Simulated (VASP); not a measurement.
Here is a VASP 6.6.1 calculation.

The input POSCAR:

```
SiO2
1.0
    5.0596778423      0.0000000000      0.0000000000
   -2.5298389212      4.3818095464      0.0000000000
    0.0000000000      0.0000000000      5.5410856278
Si O
3 6
Direct
    0.0000000000      0.5000000000      0.3333333333
    0.5000000000      0.5000000000      0.6666666667
    0.5000000000      0.0000000000      0.0000000000
    0.5834989526      0.7917494763      0.8333333333
    0.7917494763      0.5834989526      0.5000000000
    0.7917494763      0.2082505237      0.1666666667
    0.4165010474      0.2082505237      0.8333333333
    0.2082505237      0.4165010474      0.5000000000
    0.2082505237      0.7917494763      0.1666666667
```

The input INCAR.step1:

```
SYSTEM = SiO2
PREC = Accurate ; ENCUT = 520
ISMEAR = 0 ; SIGMA = 0.02
LREAL = .FALSE. ; LASPH = .TRUE.
NELM = 60 ; NBANDS = 34
GGA = PE ; ALGO = Normal
EDIFF = 1E-4 ; LWAVE = .TRUE.
LCHARG = .FALSE.
```

File INCAR.step2:

```
SYSTEM = SiO2
PREC = Accurate ; ENCUT = 520
EDIFF = 1E-7 ; ISMEAR = 0
SIGMA = 0.02 ; LREAL = .FALSE.
LASPH = .TRUE. ; NELM = 60
ALGO = Normal ; ISIF = 2
LWAVE = .FALSE. ; LCHARG = .FALSE.
METAGGA = R2SCAN ; LMIXTAU = .TRUE.
NBANDS = 34 ; ISTART = 1
```

The input KPOINTS:

```
Automatic mesh
0
G
  6 6 4
  0 0 0
```

Potentials or basis: VASP PAW PBE potentials, release 64 (Si, O).

Run with:

```bash
$ cat potpaw_PBE.64/Si/POTCAR potpaw_PBE.64/O/POTCAR > POTCAR
$ cp INCAR.step1 INCAR
$ mpirun -np 1 vasp_std > vasp.out
$ cp INCAR.step2 INCAR
$ mpirun -np 1 vasp_std > vasp.out
```

Task: Predict the largest force.

Result: 0.012 eV/Å.

Task: What does it give for the band gap on the k mesh?

Result: 6.30 eV, indirect (least direct gap 6.49 eV).

Forces in eV/Å, atoms in the order of the input:
```
Si   0.000  0.000  0.000
Si   0.000  0.000  0.000
Si   0.000  0.000  0.000
O   -0.011 -0.006  0.000
O    0.000 -0.012  0.000
O   -0.011  0.006  0.000
O    0.011  0.006  0.000
O    0.000  0.012  0.000
O    0.011 -0.006  0.000
```

Caveat: the PAW data sets were made with another functional, which shifts forces and pressure a little. r2SCAN opens gaps a little over a GGA but as a rule still falls short of measured ones.
